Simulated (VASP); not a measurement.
Set up this calculation in VASP 6.6.1, as the native input.

```yaml
Task: single point
Functional: PBEsol
Potentials_or_basis: VASP PAW PBE potentials, release 64 (Tc_pv)
Cutoff: 520 eV
k_mesh: 11 × 11 × 3
Occupations: fermi-dirac, width 0.05 eV
Spin: no spin polarisation
Dipole_correction: no
Further_INCAR_settings: ALGO = Fast; EDIFF = 1e-06; NBANDS = 34
```

The structure of Tc lies in POSCAR:

```
Tc
1.0
    2.7144698735      0.0000000000      0.0000000000
   -1.3572349367      2.3507998683      0.0000000000
    0.0000000000      0.0000000000      8.7312257534
Tc
4
Direct
    0.6666666667      0.3333333333      0.7500000000
    0.0000000000      0.0000000000      0.5000000000
    0.3333333333      0.6666666667      0.2500000000
    0.0000000000      0.0000000000      0.0000000000
```

The input as run:

INCAR

```
  PREC = Accurate
  ENCUT = 520
  EDIFF = 1E-6
  ISMEAR = -1
  SIGMA = 0.05
  LREAL = F
  LASPH = T
  NELM = 100
  ALGO = Fast
  ISIF = 2
  LWAVE = F
  LCHARG = T
  GGA = PS
  LELF = T
  LVHAR = T
  NBANDS = 34
```

KPOINTS

```
Automatic mesh
0
Gamma
  11 11 3
```

Potentials or basis: VASP PAW PBE potentials, release 64 (Tc_pv).

The run is started by

```bash
$ cat potpaw_PBE.64/Tc_pv/POTCAR > POTCAR
$ mpirun -np 1 vasp_std > vasp.out
```

It gave:

```
Pressure               : 1.3 GPa
Band gap on the k mesh : zero (bands 26 and 27 overlap by 3.01 eV)
```

Caveat: the PAW data sets were made with another functional, which shifts forces and pressure a little.

Run time: 81 s on 1 thread of Oxide Virtual Turin-like Processor, on a shared host, peak memory 0.15 GiB.
